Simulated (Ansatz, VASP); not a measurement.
## NaH in VASP and in Ansatz

POSCAR

```
NaH
1.0
    0.0000000000      2.5392694138      2.6775996420
    2.5392694138      0.0000000000      2.6775996420
    2.5392694138      2.5392694138      0.0000000000
Na H
1 1
Direct
    0.0000000000      0.0000000000      0.0000000000
    0.2500000000      0.2500000000      0.2500000000
```

The input INCAR.step1:

```
ALGO = Normal ; EDIFF = 1E-4
ENCUT = 520 ; GGA = PE
ISMEAR = 0 ; LASPH = T
LCHARG = F ; LREAL = F
LWAVE = T ; NBANDS = 11
NELM = 100 ; PREC = Accurate
SIGMA = 0.01
```

Contents of INCAR.step2:

```
ALGO = Normal ; EDIFF = 1E-6
ENCUT = 520 ; ISIF = 2
ISMEAR = 0 ; ISTART = 1
LASPH = T ; LCHARG = F
LMIXTAU = T ; LREAL = F
LWAVE = F ; METAGGA = R2SCAN
NBANDS = 11 ; NELM = 100
PREC = Accurate ; SIGMA = 0.01
```

Contents of KPOINTS:

```
k-points
0
Gamma
  8 8 8
```

Input for Ansatz:

```yaml
crystal:
  lattice:
    - [0.0, 2.5392694138, 2.677599642]
    - [2.5392694138, 0.0, 2.677599642]
    - [2.5392694138, 2.5392694138, 0.0]
  atoms:
    - { symbol: Na, position: [0.0, 0.0, 0.0] }
    - { symbol: H, position: [0.25, 0.25, 0.25] }
kpoints:
  mp_grid: { grid: [8, 8, 8] }
  band_path:
    path:
      - [0.0, 0.0, 0.0]
      - [-0.5, -0.5, 0.0]
      - [-0.375, -0.375, 0.25]
      - [-0.375, 0.0, 0.375]
      - [0.0, 0.0, 0.5]
      - [-0.5, -0.25, 0.25]
      - [0.25, -0.25, -0.5]
    npoints: 1
hamiltonian:
  xc: r2scan
scf:
  occupations: { method: fixed }
  n_extra_bands: 4
output:
  forces: true
  stress: true
  eigenvalues: true
```

Change from the starting cell: epitaxial_xy strain -2.2%.

Alike in both runs: task single point; functional r2SCAN; k mesh 8 × 8 × 8; no spin polarisation.

|  | VASP | Ansatz |
| --- | --- | --- |
| version | VASP 6.6.1 | Ansatz 0.2.0 |
| potentials or method | VASP PAW PBE potentials, release 64 (Na_pv, H) | plane waves, PAW |
| plane-wave cutoff (eV) | 520 | 500 |
| occupations | gaussian, width 0.01 eV | fixed |
| valence electrons in the cell | 8 | 10 |

```csv
,VASP,Ansatz,Ansatz less VASP
gap on the k mesh at the Fermi level (eV),4.01,4.01,-0.001
pressure (GPa),0.2,0.2,+0.08
"traceless stress, the component that is largest in VASP (GPa)",-0.23,-0.23,-0.004
```

VASP's potentials were made for PBE, not for r2SCAN. VASP's potentials hold 8 valence electrons a cell and Ansatz's 10, so a difference there can come from the potentials and not from the codes.
